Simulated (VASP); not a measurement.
# Al2Au: single point with PBE

Al2Au:

```
Au Al
1.0
     0.00000    3.00000    3.00000
     3.00000    0.00000    3.00000
     3.00000    3.00000    0.00000
Au Al
1 2
Direct
  0.99065 0.99085 0.01134
  0.73103 0.75675 0.76314
  0.24172 0.25162 0.25995
```

```json
{
  "Program": "VASP 6.6.1",
  "Task": "single point",
  "Functional": "PBE",
  "Potentials or basis": "VASP PAW PBE potentials, release 64 (Au, Al)",
  "Cutoff": "520 eV",
  "k mesh": "9 × 9 × 9",
  "Occupations": "methfessel-paxton, width 0.05 eV",
  "Spin": "no spin polarisation",
  "Dipole correction": "no",
  "Further INCAR settings": "ALGO = Fast; EDIFF = 1e-06; NBANDS = 16"
}
```

| Item | Value |
| --- | --- |
| Pressure | 3.2 GPa |
| Largest force | 0.410 eV/Å |
| Band gap on the k mesh | zero (an odd number of electrons rules out a gap without spin polarisation) |

Forces in eV/Å, atoms in the order of the input:
```
Au   0.336 -0.104  0.211
Al  -0.254  0.118 -0.035
Al  -0.082 -0.014 -0.176
```

Stress tensor (GPa, compression positive):
```
 3.19 -0.42 -0.41
-0.42  3.26  0.53
-0.41  0.53  3.26
```

Levels at points of the mesh, in eV from the Fermi level:
| k point | band 6 | band 7 | band 8 | band 9 | band 10 | band 11 | band 12 | band 13 |
| --- | --- | --- | --- | --- | --- | --- | --- | --- |
| (0.00, 0.00, 0.00) | -5.66 | 2.22 | 2.88 | 2.96 | 2.96 | 3.89 | 3.91 | 3.92 |

It took 4.7 min on 1 thread of AMD EPYC 9R45 (Zen 5), with other jobs on the host, peak memory 0.38 GiB.

Caveat: the cell stands under pressure; spin-orbit coupling is left out, which moves the levels of the heavy elements.
